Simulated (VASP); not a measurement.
# Mg (P6_3/mmc) in VASP: further runs

Runs on Mg. Level: PBEsol. Tasks: electric field gradients.

Program: VASP 6.6.1. These are calculated values, not measurements. Logs are shortened: lines on timing, memory, paths and dates and some standing lists are left out, and cuts for length are marked.

### Step 1. The cell of the first run

Symmetry: P6_3/mmc, No. 194, hexagonal system. Conventional cell: a = 3.188 Å, b = 3.188 Å, c = 5.175 Å, α = 90.00°, β = 90.00°, γ = 120.00°. Within 4.2 Å of Mg (site symmetry -6m2) lie 12 Mg at 3.18 to 3.19 Å.

### Step 2. Electric field gradients, PBEsol (22.77 Å³/atom)

The input, INCAR:

```
SYSTEM = Mg
  ALGO = Normal
  EDIFF = 1E-8
  ENCUT = 520
  GGA = PS
  ISIF = 2
  ISMEAR = -1
  LASPH = .TRUE.
  LCHARG = .FALSE.
  LEFG = .TRUE.
  LREAL = .FALSE.
  LWAVE = .FALSE.
  NBANDS = 9
  NELM = 100
  PREC = Accurate
  SIGMA = 0.08
```

The input, KPOINTS:

```
k-points
0
G
  12 12 7
  0 0 0
```

The input, POSCAR:

```
Mg
1.0
    3.1877321484      0.0000000000      0.0000000000
   -1.5938660741      2.7606570210      0.0000000000
    0.0000000000      0.0000000000      5.1753602886
Mg
2
Direct
    0.3333333333      0.6666666667      0.2500000000
    0.6666666667      0.3333333333      0.7500000000
```

Potentials or basis: VASP PAW PBE potentials, release 64 (Mg).

The run is started by

```
$ cat potpaw_PBE.64/Mg/POTCAR > POTCAR
$ mpirun -np 1 vasp_std > vasp.out
```

OUTCAR:

```text
SYSTEM = Mg
   EDIFF = 1E-8
   ENCUT = 520
   GGA = PS
   ISIF = 2
   ISMEAR = -1
   LASPH = .TRUE.
   LREAL = .FALSE.
   NELM = 100
   PREC = Accurate

 ion  position               nearest neighbor table
   1  0.333  0.667  0.250-   2 3.18   2 3.18   2 3.18   2 3.18   2 3.18   2 3.18
   2  0.667  0.333  0.750-   1 3.18   1 3.18   1 3.18   1 3.18   1 3.18   1 3.18

  LATTYP: Found a hexagonal cell.
 ALAT       =     3.1877321484
 C/A-ratio  =     1.6235242008

  Lattice vectors:

 A1 = (   3.1877321484,   0.0000000000,   0.0000000000)
 A2 = (  -1.5938660741,   2.7606570210,   0.0000000000)
 A3 = (   0.0000000000,   0.0000000000,   5.1753602886)

Analysis of symmetry for initial positions (statically):
=====================================================================
 Subroutine PRICEL returns:
 Original cell was already a primitive cell.

 Routine SETGRP: Setting up the symmetry group for a
 hexagonal supercell.

 Subroutine GETGRP returns: Found 24 space group operations
 (whereof 12 operations were pure point group operations)
 out of a pool of 24 trial point group operations.

The static configuration has the point symmetry D_3d.
 The point group associated with its full space group is D_6h.

Analysis of symmetry for dynamics (positions and initial velocities):
=====================================================================
 Subroutine PRICEL returns:
 Original cell was already a primitive cell.

 Routine SETGRP: Setting up the symmetry group for a
 hexagonal supercell.

 Subroutine GETGRP returns: Found 24 space group operations
 (whereof 12 operations were pure point group operations)
 out of a pool of 24 trial point group operations.

The dynamic configuration has the point symmetry D_3d.
 The point group associated with its full space group is D_6h.

 Subroutine INISYM returns: Found 24 space group operations
 (whereof 12 operations are pure point group operations),
 and found     1 'primitive' translations

----------------------------------------------------------------------------------------

                                     Primitive cell

  volume of cell :      45.5444

  direct lattice vectors                    reciprocal lattice vectors
     3.187732148  0.000000000  0.000000000     0.313702643  0.181116305  0.000000000
    -1.593866074  2.760657021  0.000000000     0.000000000  0.362232611  0.000000000
     0.000000000  0.000000000  5.175360289     0.000000000  0.000000000  0.193223263

  length of vectors
     3.187732148  3.187732148  5.175360289     0.362232611  0.362232611  0.193223263

  position of ions in fractional coordinates (direct lattice)
     0.333333333  0.666666667  0.250000000
     0.666666667  0.333333333  0.750000000

  ion indices of the primitive-cell ions
   primitive index   ion index
                 1           1
                 2           2

----------------------------------------------------------------------------------------

 KPOINTS: k-points

Automatic generation of k-mesh.
 Grid dimensions read from file:
 generate k-points for:   12   12    7

 Generating k-lattice:

  Cartesian coordinates                     Fractional coordinates (reciprocal lattice)
     0.026141887  0.015093025  0.000000000     0.083333333 -0.000000000  0.000000000
     0.000000000  0.030186051  0.000000000     0.000000000  0.083333333  0.000000000
     0.000000000  0.000000000  0.027603323     0.000000000  0.000000000  0.142857143

  Length of vectors
     0.030186051  0.030186051  0.027603323

  Shift w.r.t. Gamma in fractional coordinates (k-lattice)
     0.000000000  0.000000000  0.000000000

 Subroutine IBZKPT returns following result:
 ===========================================

 Found     76 irreducible k-points:

 Following reciprocal coordinates:
            Coordinates               Weight
  0.000000  0.000000  0.000000      1.000000
  0.083333 -0.000000  0.000000      6.000000
  0.166667 -0.000000  0.000000      6.000000
  0.250000 -0.000000  0.000000      6.000000
  0.333333 -0.000000  0.000000      6.000000
  0.416667 -0.000000  0.000000      6.000000
[... 16 lines left out ...]
  0.250000 -0.000000  0.142857     12.000000
  0.333333 -0.000000  0.142857     12.000000
 [... further k-points ...]
   k-points           NKPTS =     76   k-points in BZ     NKDIM =     76   number of bands    NBANDS=      9
   number of dos      NEDOS =    301   number of ions     NIONS =      2
   total plane-waves  NPLWV =  23040
   dimension x,y,z NGX =    24 NGY =   24 NGZ =   40
   dimension x,y,z NGXF=    48 NGYF=   48 NGZF=   80
   ions per type =               2
   NGX,Y,Z   is equivalent  to a cutoff of  12.52, 12.52, 12.85 a.u.
   NGXF,Y,Z  is equivalent  to a cutoff of  25.03, 25.03, 25.70 a.u.
 SYSTEM =  Mg
   PREC   = accura    normal or accurate (medium, high low for compatibility)
   ISTART =      0    job   : 0-new  1-cont  2-samecut
   ICHARG =      2    charge: 1-file 2-atom 10-const
   ISPIN  =      1    spin polarized calculation?
   LNONCOLLINEAR =      F non collinear calculations
   LSORBIT =      F    spin-orbit coupling
   LASPH  =      T    aspherical Exc in radial PAW
   ENCUT  =  520.0 eV  38.22 Ry    6.18 a.u.   5.93  5.93  9.62*2*pi/ulx,y,z
   NELM   =    100;   NELMIN=  2; NELMDL= -5     # of ELM steps
   EDIFF  = 0.1E-07   stopping-criterion for ELM
   LREAL  =      F    real-space projection
   EDIFFG = 0.1E-06   stopping-criterion for IOM
   NSW    =      0    number of steps for IOM
   IBRION =     -1    ionic relax: 0-MD 1-quasi-New 2-CG
   NFREE  =      0    steps in history (QN), initial steepest desc. (CG)
   ISIF   =      2    stress and relaxation
   ISYM   =      2    0-nonsym 1-usesym 2-fastsym
   POTIM  = 0.5000    time-step for ionic-motion
   TEBEG  =    0.0;   TEEND  =   0.0 temperature during run
   PSTRESS=    0.0 pullay stress
   NELECT =       4.0000    total number of electrons
   NUPDOWN=      -1.0000    fix difference up-down
   EMIN   =  10.00;   EMAX   =-10.00  energy-range for DOS
   EFERMI =   0.00;   METHOD = LEGACY
   ISMEAR =    -1;   SIGMA  =   0.08  broadening in eV -4-tet -1-fermi 0-gaus
   EFERMI_NEDOS =   21; number of points for ismear=-14 and -15
   IALGO  =     38    algorithm
   IMIX   =      4    mixing-type and parameters
     AMIX     =   0.40;   BMIX     =  1.00
     AMIX_MAG =   1.60;   BMIX_MAG =  1.00
  volume/ion in A,a.u.               =      22.77       153.67
  Fermi-wavevector in a.u.,A,eV,Ry     =   0.727696  1.375146  7.204845  0.529541
  Thomas-Fermi vector in A             =   1.818984
   LORBIT       =      0    0 simple, 1 ext, 2 COOP (PROOUT), +10 PAW based schemes
   GGA     = PS    functional components
   LHFCALC =     F    Hartree Fock is set to
   AEXX    =    0.0000 exact exchange contribution
   IVDW    =     0    specifies the selected vdW correction
   LEPSILON=     F    determine dielectric tensor
   LRPA    =     F    only Hartree local field effects (RPA)
 non-spin polarized calculation
  energy-cutoff  :      520.00
  volume of cell :       45.54
 maximum number of plane-waves:      1245
 NGX is ok and might be reduce to    24
   NGX = 11   NGY = 11   NGZ = 19

 number of electron       4.0000000 magnetization

 Free energy of the ion-electron system (eV)
  ---------------------------------------------------
  ext. energy  EPLUGINS =         0.00000000
  ---------------------------------------------------
  free energy    TOTEN  =        -3.45560118 eV

  energy without entropy =       -3.43794139  energy(sigma->0) =       -3.44677129

 E-fermi :   2.5919     XC(G=0):  -8.5590

 val. band max:        2.5679298740   @ k =   0.2500   0.0833   0.0000
 cond. band min:       2.7188975484   @ k =   0.4167   0.0833   0.2857
 fundamental gap:      0.1509676744
 Fermi energy:         2.5919391374

 k-point     1 :       0.0000    0.0000    0.0000
  band No.  band energies     occupation
      1      -4.3298      2.00000
      2       0.9350      2.00000
      3       1.3967      2.00000
      4      13.6064      0.00000
      5      13.6064      0.00000
      6      13.7403      0.00000
      7      13.7403      0.00000
      8      14.4989      0.00000
      9      16.1454      0.00000
[... 265 lines left out ...]
 k-point    24 :       0.3333   -0.0000    0.1429
  band No.  band energies     occupation
      1      -2.0428      2.00000
      2       1.7732      1.99993
      3       4.0784      0.00000
      4       5.1507      0.00000
      5       7.9059      0.00000
      6      10.0988      0.00000
      7      10.2609      0.00000
      8      12.1001      0.00000
      9      13.4614      0.00000

 [... further k-points ...]

------------------------ aborting loop because EDIFF is reached ----------------------------------------

  FORCE on cell =-STRESS in cart. coord.  units (eV):
  Direction    XX          YY          ZZ          XY          YZ          ZX
  --------------------------------------------------------------------------------------
  -------------------------------------------------------------------------------------
  Total       -0.0601694     -0.0601694     -0.2874483     -0.0000000      0.0000000      0.0000000
  in kB       -2.1166621     -2.1166621    -10.1119612     -0.0000000      0.0000000      0.0000000
  external PRESSURE =      -4.7817618 kB  Pullay stress =       0.0000000 kB

 VOLUME and BASIS-vectors are now :
 -----------------------------------------------------------------------------
  energy-cutoff  :      520.00
  volume of cell :       45.54
      direct lattice vectors                 reciprocal lattice vectors
     3.187732148  0.000000000  0.000000000     0.313702643  0.181116305  0.000000000
    -1.593866074  2.760657021  0.000000000     0.000000000  0.362232611  0.000000000
     0.000000000  0.000000000  5.175360289     0.000000000  0.000000000  0.193223263

 POSITION                                       TOTAL-FORCE (eV/Angst)
 -----------------------------------------------------------------------------------
     -0.00000      1.84044      1.29384         0.000000     -0.000000      0.000000
      1.59387      0.92022      3.88152        -0.000000      0.000000      0.000000
 -----------------------------------------------------------------------------------
    total drift:                                0.000000     -0.000000      0.000000

  FREE ENERGIE OF THE ION-ELECTRON SYSTEM (eV)
  ---------------------------------------------------
  free  energy   TOTEN  =        -3.4556011812 eV

  energy  without entropy=       -3.4379413911  energy(sigma->0) =       -3.44677129

 Electric field gradients (V/A^2)
---------------------------------------------------------------------
 ion       V_xx      V_yy      V_zz      V_xy      V_xz      V_yz
---------------------------------------------------------------------
   1      -0.488    -0.488     0.975    -0.000    -0.000     0.000
   2      -0.488    -0.488     0.975    -0.000     0.000    -0.000
---------------------------------------------------------------------

 Electric field gradients after diagonalization (V/A^2)
 (convention: |V_zz| > |V_xx| > |V_yy|)
----------------------------------------------------------------------
 ion       V_xx      V_yy      V_zz     asymmetry (V_yy - V_xx)/ V_zz
----------------------------------------------------------------------
   1      -0.488    -0.488     0.975       0.000
   2      -0.488    -0.488     0.975       0.000
----------------------------------------------------------------------

           NMR quadrupolar parameters

 Cq : quadrupolar parameter    Cq=e*Q*V_zz/h
 eta: asymmetry parameters     (V_yy - V_xx)/ V_zz
 Q  : nuclear electric quadrupole moment in mb (millibarn)
----------------------------------------------------------------------
 ion       Cq(MHz)       eta       Q (mb)
----------------------------------------------------------------------
   1       0.002       0.000       1.000
   2       0.002       0.000       1.000
----------------------------------------------------------------------
```

Wall time 8.1 s (1 thread of Intel Xeon 6975P-C (Granite Rapids), shared host); peak memory 0.16 GiB.

Results:

```yaml
Free_energy: -3.4556 eV
Pressure: -0.5 GPa
Band_gap_on_the_k_mesh: zero (bands 2 and 3 overlap by 2.24 eV)
Largest_electric_field_gradient_by_atom: Mg +1.0 V/Å²
```

Levels at points of the mesh, in eV from the Fermi level:
```tsv
k point	band 1	band 2	band 3	band 4	band 5
(0.00, 0.00, 0.00)	-6.92	-1.66	-1.20	11.01	11.01
(0.50, 0.00, 0.00)	-2.12	-2.09	2.71	3.06	3.34
```

Electric field gradients, principal values (V/Å²):
```tsv
atom	least	middle	greatest (by size)
1 Mg	-0.488	-0.488	0.975
2 Mg	-0.488	-0.488	0.975
```

Caveat: without QUAD_EFG the Cq values of the log hold for a quadrupole moment of 1 mb, not for the nuclei; the PAW data sets were made with another functional, which shifts forces and pressure a little.

### Step 3. Electric field gradients, PBEsol

This run uses another cell than the first one, of 23.24 Å³/atom.

The input, INCAR:

```
SYSTEM = Mg
  PREC = Accurate
  ENCUT = 520
  EDIFF = 1E-8
  ISMEAR = -1
  SIGMA = 0.08
  LREAL = .False.
  LASPH = .True.
  NELM = 100
  ALGO = Normal
  ISIF = 2
  LWAVE = .False.
  LCHARG = .False.
  GGA = PS
  LEFG = .True.
  NBANDS = 9
```

The input, KPOINTS:

```
regular mesh
0
Gamma
  12 12 7
  0 0 0
```

The input, POSCAR:

```
Mg
1.0
    3.2092715325      0.0000000000      0.0000000000
   -1.6046357662      2.7793106748      0.0000000000
    0.0000000000      0.0000000000      5.2103300000
Mg
2
Direct
    0.3333333333      0.6666666667      0.2500000000
    0.6666666667      0.3333333333      0.7500000000
```

Potentials or basis: VASP PAW PBE potentials, release 64 (Mg).

The run is started by

```
$ cat potpaw_PBE.64/Mg/POTCAR > POTCAR
$ mpirun -np 1 vasp_std > vasp.out
```

OUTCAR:

```text
SYSTEM = Mg
   PREC = Accurate
   ENCUT = 520
   EDIFF = 1E-8
   ISMEAR = -1
   LREAL = .False.
   LASPH = .True.
   NELM = 100
   ISIF = 2
   GGA = PS

 ion  position               nearest neighbor table
   1  0.333  0.667  0.250-   2 3.20   2 3.20   2 3.20   2 3.20   2 3.20   2 3.20
   2  0.667  0.333  0.750-   1 3.20   1 3.20   1 3.20   1 3.20   1 3.20   1 3.20

  LATTYP: Found a hexagonal cell.
 ALAT       =     3.2092715325
 C/A-ratio  =     1.6235242008

  Lattice vectors:

 A1 = (   3.2092715325,   0.0000000000,   0.0000000000)
 A2 = (  -1.6046357662,   2.7793106748,   0.0000000000)
 A3 = (   0.0000000000,   0.0000000000,   5.2103300000)

Analysis of symmetry for initial positions (statically):
=====================================================================
 Subroutine PRICEL returns:
 Original cell was already a primitive cell.

 Routine SETGRP: Setting up the symmetry group for a
 hexagonal supercell.
[... 479 lines left out ...]
  volume of cell :       46.47
      direct lattice vectors                 reciprocal lattice vectors
     3.209271532  0.000000000  0.000000000     0.311597193  0.179900723  0.000000000
    -1.604635766  2.779310675  0.000000000     0.000000000  0.359801446  0.000000000
     0.000000000  0.000000000  5.210330000     0.000000000  0.000000000  0.191926423

 POSITION                                       TOTAL-FORCE (eV/Angst)
 -----------------------------------------------------------------------------------
     -0.00000      1.85287      1.30258         0.000000     -0.000000      0.000000
      1.60464      0.92644      3.90775        -0.000000      0.000000      0.000000
 -----------------------------------------------------------------------------------
    total drift:                                0.000000     -0.000000      0.000000

  FREE ENERGIE OF THE ION-ELECTRON SYSTEM (eV)
  ---------------------------------------------------
  free  energy   TOTEN  =        -3.4507912115 eV

  energy  without entropy=       -3.4326773471  energy(sigma->0) =       -3.44173428

 Electric field gradients (V/A^2)
---------------------------------------------------------------------
 ion       V_xx      V_yy      V_zz      V_xy      V_xz      V_yz
---------------------------------------------------------------------
   1      -0.483    -0.483     0.966    -0.000    -0.000     0.000
   2      -0.483    -0.483     0.966    -0.000     0.000    -0.000
---------------------------------------------------------------------

 Electric field gradients after diagonalization (V/A^2)
 (convention: |V_zz| > |V_xx| > |V_yy|)
----------------------------------------------------------------------
 ion       V_xx      V_yy      V_zz     asymmetry (V_yy - V_xx)/ V_zz
----------------------------------------------------------------------
   1      -0.483    -0.483     0.966       0.000
   2      -0.483    -0.483     0.966       0.000
----------------------------------------------------------------------

           NMR quadrupolar parameters

 Cq : quadrupolar parameter    Cq=e*Q*V_zz/h
 eta: asymmetry parameters     (V_yy - V_xx)/ V_zz
 Q  : nuclear electric quadrupole moment in mb (millibarn)
----------------------------------------------------------------------
 ion       Cq(MHz)       eta       Q (mb)
----------------------------------------------------------------------
   1       0.002       0.000       1.000
   2       0.002       0.000       1.000
----------------------------------------------------------------------
```

OSZICAR:

```text
N       E                     dE             d eps       ncg     rms          rms(c)
DAV:   1    -0.742643634962E+00   -0.74264E+00   -0.13141E+03  1368   0.316E+02
DAV:   2    -0.342215013150E+01   -0.26795E+01   -0.25908E+01  1838   0.275E+01
DAV:   3    -0.347081791663E+01   -0.48668E-01   -0.47887E-01  1810   0.286E+00
DAV:   4    -0.347096187520E+01   -0.14396E-03   -0.14394E-03  1728   0.155E-01
DAV:   5    -0.347096251340E+01   -0.63820E-06   -0.63855E-06  1678   0.102E-02    0.969E-01
DAV:   6    -0.346045709929E+01    0.10505E-01   -0.64752E-04  1590   0.163E-01    0.618E-01
DAV:   7    -0.345078615991E+01    0.96709E-02   -0.26856E-03  1455   0.296E-01    0.321E-02
DAV:   8    -0.345079183152E+01   -0.56716E-05   -0.19883E-05  1918   0.272E-02    0.644E-03
DAV:   9    -0.345079139335E+01    0.43817E-06   -0.92660E-07  1552   0.407E-03    0.567E-04
DAV:  10    -0.345079124239E+01    0.15097E-06   -0.44219E-09  1812   0.365E-04    0.165E-04
DAV:  11    -0.345079121252E+01    0.29865E-07   -0.33897E-10   934   0.131E-04    0.102E-05
DAV:  12    -0.345079121149E+01    0.10307E-08   -0.71755E-12   803   0.145E-05
   1 F= -.34507912E+01 E0= -.34417343E+01  d E =-.181139E-01
```

Run time: 8.1 s. Hardware: 1 thread of Intel Xeon 6975P-C (Granite Rapids), shared host; peak memory 0.17 GiB.

What came out:

- Free energy: -3.4508 eV
- Pressure: -1.2 GPa
- Band gap on the k mesh: zero (bands 2 and 3 overlap by 2.24 eV)
- Largest electric field gradient by atom: Mg +1.0 V/Å²

Electric field gradients, principal values (V/Å²):
```tsv
atom	least	middle	greatest (by size)
1 Mg	-0.483	-0.483	0.966
2 Mg	-0.483	-0.483	0.966
```

Caveat: without QUAD_EFG the Cq values of the log hold for a quadrupole moment of 1 mb, not for the nuclei; the PAW data sets were made with another functional, which shifts forces and pressure a little.

[end of part 1 of 2]
